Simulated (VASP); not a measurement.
Write the native input for VASP 6.6.1 that does the following.

```yaml
Task: single point
Functional: PBEsol
Dispersion: D3(BJ)
Potentials_or_basis: VASP PAW PBE potentials, release 64 (Rh_pv)
Cutoff: 520 eV
k_mesh: 10 × 10 × 3
Occupations: fermi-dirac, width 0.15 eV
Spin: no spin polarisation
Dipole_correction: no
Further_INCAR_settings: ALGO = Normal; EDIFF = 1e-06; NBANDS = 38
```

The structure of Rh lies in POSCAR:

```
Rh
1.0
    2.6430141242      0.0000000000      0.0000000000
   -1.3215070621      2.2889173741      0.0000000000
    0.0000000000      0.0000000000      8.6387102026
Rh
4
Direct
    0.0000000000      0.0000000000      0.0000000000
    0.3333333333      0.6666666667      0.2500000000
    0.0000000000      0.0000000000      0.5000000000
    0.6666666667      0.3333333333      0.7500000000
```

This isn't the form of Rh at room conditions, which is fcc.

These files were run (other wordings do the same):

INCAR

```
SYSTEM = Rh
PREC = Accurate ; ENCUT = 520
EDIFF = 1E-6 ; ISMEAR = -1
SIGMA = 0.15 ; LREAL = .False.
LASPH = .True. ; NELM = 60
ALGO = Normal ; ISIF = 2
LWAVE = .False. ; LCHARG = .False.
GGA = PS ; IVDW = 12
NBANDS = 38
```

KPOINTS

```
regular mesh
0
Gamma
  10 10 3
  0 0 0
```

Potentials or basis: VASP PAW PBE potentials, release 64 (Rh_pv).

Command:

```sh
$ cat potpaw_PBE.64/Rh_pv/POTCAR > POTCAR
$ mpirun -np 1 vasp_std > vasp.out
```

It gave:

- Pressure: 3.9 GPa
- Band gap on the k mesh: zero (bands 30 and 31 overlap by 2.03 eV)
- Dispersion energy per atom: -0.640 eV

Caveat: the cell stands under pressure; the PAW data sets were made with another functional, which shifts forces and pressure a little.

It took 24 s on 1 thread of Intel(R) Xeon(R) 6975P-C (Granite Rapids), on a shared host, peak memory 0.19 GiB.
